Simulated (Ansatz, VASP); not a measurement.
CuMo in VASP and in Ansatz

```
Cu Mo
1.0
     0.00000    2.50409    2.50409
     2.50409    0.00000    2.50409
     2.50409    2.50409    0.00000
Cu Mo
1 1
Direct
  0.00000 0.00000 0.00000
  0.50000 0.50000 0.50000
```

Change from the starting cell: species swapped into the CeAs type (Fm-3m, No. 225).

Alike in both runs: task relaxation of cell and atoms; functional PBE; k mesh 20 × 20 × 20; occupations gaussian, width 0.1 eV; no spin polarisation.

|  | VASP | Ansatz |
| --- | --- | --- |
| version | VASP 6.6.1 | Ansatz 0.2.0 |
| potentials or method | VASP PAW PBE potentials, release 64 (Cu, Mo_sv), cutoff 600 eV | scalar-relativistic, plane waves, PAW |
| valence electrons in the cell | 25 | 33 |

```csv
,VASP,Ansatz,Ansatz less VASP
"gap on the k mesh at the Fermi level, each at its own relaxed structure (eV)",none,none,-
relaxed volume (Å³/atom),15.45,15.44,-0.011
relaxed length of the cell vector where the two differ most in proportion (Å),3.523,3.522,-0.0008
```

A gap of «none» marks a metal or a gap that the smearing closes. VASP's potentials hold 25 valence electrons a cell and Ansatz's 33, so a difference there can come from the potentials and not from the codes.
